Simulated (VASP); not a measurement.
# BiH in VASP: notebook, part 2 of 2

VASP 6.6.1. Earlier steps stand in the parts before.

## Step 3: Single point, PBE

Input file INCAR:

```
SYSTEM = BiH
  PREC = Accurate
  ENCUT = 520
  EDIFF = 1E-6
  ISMEAR = 0
  SIGMA = 0.1
  LREAL = .False.
  LASPH = .True.
  NELM = 80
  ALGO = Normal
  ISIF = 2
  LWAVE = .False.
  LCHARG = .True.
  LDIPOL = .True.
  IDIPOL = 3
  DIPOL = 0.5 0.5 0.500
  GGA = PE
  LELF = .True.
  LVHAR = .True.
  LVACPOTAV = .True.
  NBANDS = 15
```

Input file KPOINTS:

```
Automatic mesh
0
Gamma
  4 4 1
  0 0 0
```

Input file POSCAR:

```
BiH
1.0
    4.3339090000      0.0000000000      0.0000000000
   -1.1595250000      4.1759150000      0.0000000000
    0.0000000000      0.0000000000     14.0000000000
Bi H
1 1
Direct
    0.0000000000      0.0000000000      0.5000000000
    0.5000000000      0.5000000000      0.5000000000
```

Potentials or basis: VASP PAW PBE potentials, release 64 (Bi_d, H).

Run with:

```bash
cat potpaw_PBE.64/Bi_d/POTCAR potpaw_PBE.64/H/POTCAR > POTCAR
mpirun -np 1 vasp_std > vasp.out
```

OUTCAR:

```text
SYSTEM = BiH
   PREC = Accurate
   ENCUT = 520
   EDIFF = 1E-6
   ISMEAR = 0
   LREAL = .False.
   LASPH = .True.
   NELM = 80
   ISIF = 2
   GGA = PE

 ion  position               nearest neighbor table
   1  0.000  0.000  0.500-
   2  0.500  0.500  0.500-

  LATTYP: Found a base centered orthorhombic cell.
 ALAT       =     5.2454723206
 B/A-ratio  =     1.3155041864
 C/A-ratio  =     2.6689684254

  Lattice vectors:

 A1 = (   4.3339090000,   0.0000000000,   0.0000000000)
 A2 = (  -1.1595250000,   4.1759150000,   0.0000000000)
 A3 = (   0.0000000000,   0.0000000000,  14.0000000000)

Analysis of symmetry for initial positions (statically):
=====================================================================
 Subroutine PRICEL returns:
 Original cell was already a primitive cell.

 Routine SETGRP: Setting up the symmetry group for a
 base centered orthorhombic supercell.

 Subroutine GETGRP returns: Found  8 space group operations
 (whereof  8 operations were pure point group operations)
 out of a pool of  8 trial point group operations.

The static configuration has the point symmetry D_2h.

Analysis of symmetry for dynamics (positions and initial velocities):
=====================================================================
 Subroutine PRICEL returns:
 Original cell was already a primitive cell.

 Routine SETGRP: Setting up the symmetry group for a
 base centered orthorhombic supercell.

 Subroutine GETGRP returns: Found  8 space group operations
 (whereof  8 operations were pure point group operations)
 out of a pool of  8 trial point group operations.

The dynamic configuration has the point symmetry D_2h.

 Subroutine INISYM returns: Found  8 space group operations
 (whereof  8 operations are pure point group operations),
 and found     1 'primitive' translations

----------------------------------------------------------------------------------------

                                     Primitive cell

  volume of cell :     253.3725

  direct lattice vectors                    reciprocal lattice vectors
     4.333909000  0.000000000  0.000000000     0.230738578  0.064069108  0.000000000
    -1.159525000  4.175915000  0.000000000     0.000000000  0.239468476  0.000000000
     0.000000000  0.000000000 14.000000000     0.000000000  0.000000000  0.071428571

  length of vectors
     4.333909000  4.333908665 14.000000000     0.239468457  0.239468476  0.071428571

  position of ions in fractional coordinates (direct lattice)
     0.000000000  0.000000000  0.500000000
     0.500000000  0.500000000  0.500000000

  ion indices of the primitive-cell ions
   primitive index   ion index
                 1           1
                 2           2

----------------------------------------------------------------------------------------

 KPOINTS: Automatic mesh

Automatic generation of k-mesh.
 Grid dimensions read from file:
 generate k-points for:    4    4    1

 Generating k-lattice:

  Cartesian coordinates                     Fractional coordinates (reciprocal lattice)
     0.057684645  0.016017277  0.000000000     0.250000000  0.000000000  0.000000000
     0.000000000  0.059867119  0.000000000     0.000000000  0.250000000  0.000000000
     0.000000000  0.000000000  0.071428571     0.000000000  0.000000000  1.000000000

  Length of vectors
     0.059867114  0.059867119  0.071428571

  Shift w.r.t. Gamma in fractional coordinates (k-lattice)
     0.000000000  0.000000000  0.000000000

 Subroutine IBZKPT returns following result:
 ===========================================

 Found      7 irreducible k-points:

 Following reciprocal coordinates:
            Coordinates               Weight
  0.000000  0.000000  0.000000      1.000000
  0.250000 -0.000000  0.000000      4.000000
  0.500000 -0.000000  0.000000      2.000000
  0.250000  0.250000  0.000000      2.000000
  0.500000  0.250000  0.000000      4.000000
 -0.250000  0.250000  0.000000      2.000000
  0.500000  0.500000  0.000000      1.000000
   k-points           NKPTS =      7   k-points in BZ     NKDIM =      7   number of bands    NBANDS=     15
   number of dos      NEDOS =    301   number of ions     NIONS =      2
   total plane-waves  NPLWV = 110592
   dimension x,y,z NGX =    32 NGY =   32 NGZ =  108
   dimension x,y,z NGXF=    64 NGYF=   64 NGZF=  216
   ions per type =               1   1
   NGX,Y,Z   is equivalent  to a cutoff of  12.27, 12.27, 12.82 a.u.
   NGXF,Y,Z  is equivalent  to a cutoff of  24.55, 24.55, 25.65 a.u.
 SYSTEM =  BiH
   PREC   = accura    normal or accurate (medium, high low for compatibility)
   ISTART =      0    job   : 0-new  1-cont  2-samecut
   ICHARG =      2    charge: 1-file 2-atom 10-const
   ISPIN  =      1    spin polarized calculation?
   LNONCOLLINEAR =      F non collinear calculations
   LSORBIT =      F    spin-orbit coupling
   LASPH  =      T    aspherical Exc in radial PAW
   ENCUT  =  520.0 eV  38.22 Ry    6.18 a.u.   8.06  8.06 26.03*2*pi/ulx,y,z
   NELM   =     80;   NELMIN=  2; NELMDL= -5     # of ELM steps
   EDIFF  = 0.1E-05   stopping-criterion for ELM
   LREAL  =      F    real-space projection
[... 7 lines left out ...]
   TEBEG  =    0.0;   TEEND  =   0.0 temperature during run
   PSTRESS=    0.0 pullay stress
   NELECT =      16.0000    total number of electrons
   NUPDOWN=      -1.0000    fix difference up-down
   EMIN   =  10.00;   EMAX   =-10.00  energy-range for DOS
   EFERMI =   0.00;   METHOD = LEGACY
   ISMEAR =     0;   SIGMA  =   0.10  broadening in eV -4-tet -1-fermi 0-gaus
   EFERMI_NEDOS =   21; number of points for ismear=-14 and -15
   IALGO  =     38    algorithm
   IMIX   =      4    mixing-type and parameters
     AMIX     =   0.40;   BMIX     =  1.00
     AMIX_MAG =   1.60;   BMIX_MAG =  1.00
  volume/ion in A,a.u.               =     126.69       854.92
  Fermi-wavevector in a.u.,A,eV,Ry     =   0.651921  1.231952  5.782490  0.425001
  Thomas-Fermi vector in A             =   1.721676
   LORBIT       =      0    0 simple, 1 ext, 2 COOP (PROOUT), +10 PAW based schemes
   GGA     = PE    functional components
   LHFCALC =     F    Hartree Fock is set to
   AEXX    =    0.0000 exact exchange contribution
   IVDW    =     0    specifies the selected vdW correction
   LEPSILON=     F    determine dielectric tensor
   LRPA    =     F    only Hartree local field effects (RPA)
 non-spin polarized calculation
 Gauss-broadening in eV      SIGMA  =   0.10
  energy-cutoff  :      520.00
  volume of cell :      253.37
 maximum number of plane-waves:      6854
   NGX = 17   NGY = 17   NGZ = 53

 number of electron      15.9999992 magnetization

 dipolmoment           0.000000      0.000000      0.000000 electrons x Angstroem

 Free energy of the ion-electron system (eV)
  ---------------------------------------------------
  ext. energy  EPLUGINS =         0.00000000
  ---------------------------------------------------
  free energy    TOTEN  =        -4.31410927 eV

  energy without entropy =       -4.29898290  energy(sigma->0) =       -4.30654608

 E-fermi :  -3.2638     XC(G=0):  -2.7000

 val. band max:       -3.3771340631   @ k =   0.2500   0.2500   0.0000
 cond. band min:      -3.2370831739   @ k =   0.2500   0.2500   0.0000
 fundamental gap:      0.1400508892
 Fermi energy:        -3.2637957802

 k-point     1 :       0.0000    0.0000    0.0000
  band No.  band energies     occupation
      1     -26.1358      2.00000
      2     -26.1337      2.00000
      3     -26.1278      2.00000
      4     -26.0877      2.00000
      5     -26.0867      2.00000
      6     -13.6872      2.00000
      7      -3.8915      2.00000
      8      -3.8473      2.00000
      9      -2.3390      0.00000
     10      -1.6272      0.00000
     11       0.6489      0.00000
     12       1.7023      0.00000
     13       2.2128      0.00000
     14       3.9255      0.00000
     15       4.4707      0.00000
[... 91 lines left out ...]
 k-point     7 :       0.5000    0.5000    0.0000
  band No.  band energies     occupation
      1     -26.1377      2.00000
      2     -26.1362      2.00000
      3     -26.1109      2.00000
      4     -26.0914      2.00000
      5     -26.0826      2.00000
      6     -13.1487      2.00000
      7      -4.5129      2.00000
      8      -4.3111      2.00000
      9      -3.6612      2.00000
     10      -2.8487      0.00000
     11       2.4099      0.00000
     12       3.5922      0.00000
     13       3.9984      0.00000
     14       4.0283      0.00000
     15       4.3235      0.00000

------------------------ aborting loop because EDIFF is reached ----------------------------------------

  FORCE on cell =-STRESS in cart. coord.  units (eV):
  Direction    XX          YY          ZZ          XY          YZ          ZX
  --------------------------------------------------------------------------------------
  -------------------------------------------------------------------------------------
  Total       -4.1985619     -4.8730597     -0.0248840     -1.2145700      0.0000000      0.0000000
  in kB      -26.5492141    -30.8143376     -0.1573518     -7.6802202      0.0000000      0.0000000
  external PRESSURE =     -19.1736345 kB  Pullay stress =       0.0000000 kB

 VOLUME and BASIS-vectors are now :
 -----------------------------------------------------------------------------
  energy-cutoff  :      520.00
  volume of cell :      253.37
      direct lattice vectors                 reciprocal lattice vectors
     4.333909000  0.000000000  0.000000000     0.230738578  0.064069108  0.000000000
    -1.159525000  4.175915000  0.000000000     0.000000000  0.239468476  0.000000000
     0.000000000  0.000000000 14.000000000     0.000000000  0.000000000  0.071428571

 POSITION                                       TOTAL-FORCE (eV/Angst)
 -----------------------------------------------------------------------------------
      0.00000      0.00000      7.00000         0.000000      0.000000      0.000000
      1.58719      2.08796      7.00000         0.000000      0.000000      0.000000
 -----------------------------------------------------------------------------------
    total drift:                                0.000000      0.000000      0.000000

  FREE ENERGIE OF THE ION-ELECTRON SYSTEM (eV)
  ---------------------------------------------------
  free  energy   TOTEN  =        -4.3141092661 eV

  energy  without entropy=       -4.2989828991  energy(sigma->0) =       -4.30654608

 vacuum level on the upper side and lower side of the slab         1.607         1.607
```

OSZICAR:

```text
N       E                     dE             d eps       ncg     rms          rms(c)
DAV:   1     0.806449770633E+02    0.80645E+02   -0.71378E+03   258   0.768E+02
DAV:   2     0.132311422517E+01   -0.79322E+02   -0.76879E+02   245   0.195E+02
DAV:   3    -0.452781894911E+01   -0.58509E+01   -0.57264E+01   266   0.612E+01
DAV:   4    -0.469879934533E+01   -0.17098E+00   -0.17090E+00   308   0.109E+01
DAV:   5    -0.470152064191E+01   -0.27213E-02   -0.27212E-02   300   0.973E-01    0.266E+00
DAV:   6    -0.432246888769E+01    0.37905E+00   -0.28041E-01   224   0.344E+00    0.739E-01
DAV:   7    -0.430948268638E+01    0.12986E-01   -0.91323E-02   224   0.126E+00    0.374E-01
DAV:   8    -0.431366034007E+01   -0.41777E-02   -0.96538E-03   231   0.850E-01    0.127E-01
DAV:   9    -0.431391328550E+01   -0.25295E-03   -0.12074E-03   224   0.234E-01    0.369E-02
DAV:  10    -0.431395223019E+01   -0.38945E-04   -0.33756E-04   246   0.168E-01    0.244E-02
DAV:  11    -0.431397076274E+01   -0.18533E-04   -0.36540E-05   210   0.463E-02    0.746E-03
DAV:  12    -0.431399345433E+01   -0.22692E-04   -0.39434E-05   210   0.417E-02    0.889E-03
DAV:  13    -0.431402097933E+01   -0.27525E-04   -0.67891E-06   217   0.256E-02    0.314E-03
DAV:  14    -0.431406005891E+01   -0.39080E-04   -0.42990E-06   231   0.117E-02    0.199E-03
DAV:  15    -0.431408752239E+01   -0.27463E-04   -0.73752E-07   186   0.468E-03    0.824E-04
DAV:  16    -0.431410240995E+01   -0.14888E-04   -0.27981E-07   185   0.262E-03    0.699E-04
DAV:  17    -0.431410877646E+01   -0.63665E-05   -0.15146E-07   161   0.192E-03    0.224E-04
DAV:  18    -0.431410926608E+01   -0.48962E-06   -0.12362E-08   168   0.848E-04
   1 F= -.43141093E+01 E0= -.43065461E+01  d E =-.151264E-01
```

It took 39 s on 1 thread of AMD EPYC 7R13 (Zen 3), shared host; peak memory 0.28 GiB.

What came out:

* Free energy: -4.3141 eV
* Band gap on the k mesh: zero (band 8 reaches -3.21 eV, above the bottom of band 9 at -3.66 eV)

Levels at points of the mesh, in eV from the Fermi level:
```
           k point  band 4  band 5  band 6  band 7  band 8  band 9  band 10  band 11  band 12  band 13
(0.00, 0.00, 0.00)  -22.82  -22.82  -10.42   -0.63   -0.58    0.92     1.64     3.91     4.97     5.48
(0.50, 0.00, 0.00)  -22.83  -22.82  -10.05   -3.26    0.06    0.81     4.11     4.82     5.35     6.35
(0.50, 0.50, 0.00)  -22.83  -22.82   -9.88   -1.25   -1.05   -0.40     0.42     5.67     6.86     7.26
```

Caveat: the k points lie up to 0.38 Å⁻¹ apart; spin-orbit coupling is left out, which moves the levels of the heavy elements.

## Step 4: Single point, PBE

This run uses another cell than the first one, of 134.28 Å³/atom, 1.060 times its volume.

Input file INCAR:

```
ALGO     = Normal         # electronic algorithm
DIPOL    = 0.5 0.5 0.294
EDIFF    = 1E-6           # SCF threshold, eV
ENCUT    = 520            # plane-wave cutoff, eV
GGA      = PE             # functional
IDIPOL   = 3            
ISIF     = 2              # what is computed and relaxed
ISMEAR   = 0              # smearing method
LASPH    = True           # aspherical terms in the spheres
LCHARG   = False          # write CHGCAR
LDIPOL   = True         
LREAL    = False          # projectors in reciprocal space
LWAVE    = False          # write WAVECAR
NBANDS   = 15             # bands
NELM     = 60             # most SCF steps
PREC     = Accurate       # precision mode
SIGMA    = 0.1            # smearing width, eV
```

Input file KPOINTS:

```
k-points
0
Gamma
  4 4 1
```

Input file POSCAR:

```
BiH
1.0
    3.4004585038      0.0820722848      0.0000000000
   -0.8307026596      3.2984522109      0.0000000000
    0.0000000000      0.0000000000     23.8000000000
Bi H
1 1
Direct
    0.0000000000      0.0000000000      0.2941176471
    0.5000000000      0.5000000000      0.2941176471
```

Run with:

```bash
cat potpaw_PBE.64/Bi_d/POTCAR potpaw_PBE.64/H/POTCAR > POTCAR
mpirun -np 1 vasp_std > vasp.out
```

Wall time 49 s (1 thread of AMD EPYC 7R13 (Zen 3), shared host); peak memory 0.33 GiB.

It converged, with:

```
Free energy            : -5.7104 eV
Band gap on the k mesh : zero (band 8 reaches -2.36 eV, above the bottom of band 9 at -4.16 eV)
```

Levels at points of the mesh, in eV from the Fermi level:
| k point | band 6 | band 7 | band 8 | band 9 | band 10 | band 11 |
| --- | --- | --- | --- | --- | --- | --- |
| (0.00, 0.00, 0.00) | -12.22 | -1.88 | 0.77 | 2.89 | 3.40 | 4.34 |
| (0.50, 0.00, 0.00) | -10.06 | -6.27 | 0.12 | 2.63 | 4.42 | 6.58 |
| (0.50, 0.50, 0.00) | -9.05 | -2.89 | -1.86 | -1.02 | 1.46 | 6.13 |

Caveat: the k points lie up to 0.47 Å⁻¹ apart; spin-orbit coupling is left out, which moves the levels of the heavy elements.

## Step 5: Single point, PBE

This run uses another cell than the first one, of 134.28 Å³/atom, 1.060 times its volume.

Input file INCAR:

```
PREC     = Accurate       # precision mode
ENCUT    = 520            # plane-wave cutoff, eV
EDIFF    = 1E-6           # SCF threshold, eV
ISMEAR   = 0              # smearing method
SIGMA    = 0.1            # smearing width, eV
LREAL    = False          # projectors in reciprocal space
LASPH    = True           # aspherical terms in the spheres
NELM     = 100            # most SCF steps
ALGO     = Normal         # electronic algorithm
ISIF     = 2              # what is computed and relaxed
LWAVE    = False          # write WAVECAR
LCHARG   = False          # write CHGCAR
LDIPOL   = True         
IDIPOL   = 3            
DIPOL    = 0.5 0.5 0.294
GGA      = PE             # functional
NBANDS   = 15             # bands
```

Input file KPOINTS:

```
regular mesh
0
Gamma
  6 6 1
```

POSCAR is that of step 4.

Run with:

```bash
cat potpaw_PBE.64/Bi_d/POTCAR potpaw_PBE.64/H/POTCAR > POTCAR
mpirun -np 1 vasp_std > vasp.out
```

Wall time 70 s (1 thread of AMD EPYC 7R13 (Zen 3), shared host); peak memory 0.35 GiB.

The run converged. Its results:

```yaml
Free_energy: -5.6358 eV
Band_gap_on_the_k_mesh: zero (band 8 reaches -2.54 eV, above the bottom of band 9 at -4.38 eV)
```

Levels at points of the mesh, in eV from the Fermi level:
```
           k point  band 5  band 6  band 7  band 8  band 9  band 10  band 11  band 12
(0.00, 0.00, 0.00)  -22.70  -12.48   -2.04    0.56    2.67     3.35     3.99     4.37
(0.50, 0.00, 0.00)  -22.68  -10.32   -6.53   -0.03    2.34     4.29     6.52     6.61
(0.50, 0.50, 0.00)  -22.68   -9.30   -3.22   -2.10   -1.28     1.33     5.99     7.88
```

Caveat: spin-orbit coupling is left out, which moves the levels of the heavy elements.

## Step 6: Overview

```tsv
cell	k mesh	gap on the mesh (eV)
a = 4.334, b = 4.334, c = 14.000 Å, angles 90.0, 90.0, 105.5°, 2 atoms	4 × 4 × 1	none
a = 3.401, b = 3.401, c = 23.800 Å, angles 90.0, 90.0, 102.8°, 2 atoms	4 × 4 × 1	none
a = 3.401, b = 3.401, c = 23.800 Å, angles 90.0, 90.0, 102.8°, 2 atoms	6 × 6 × 1	none
```

Alike in all rows: task single point; level PBE; potentials or basis VASP PAW PBE potentials, release 64 (Bi_d, H); no spin polarisation; cutoff (eV) 520; smearing gaussian 0.1 eV.

Caveats: some runs use coarse meshes; spin-orbit coupling is left out, which moves the levels of the heavy elements.

Absolute energies hang on the potentials; compare differences alone.
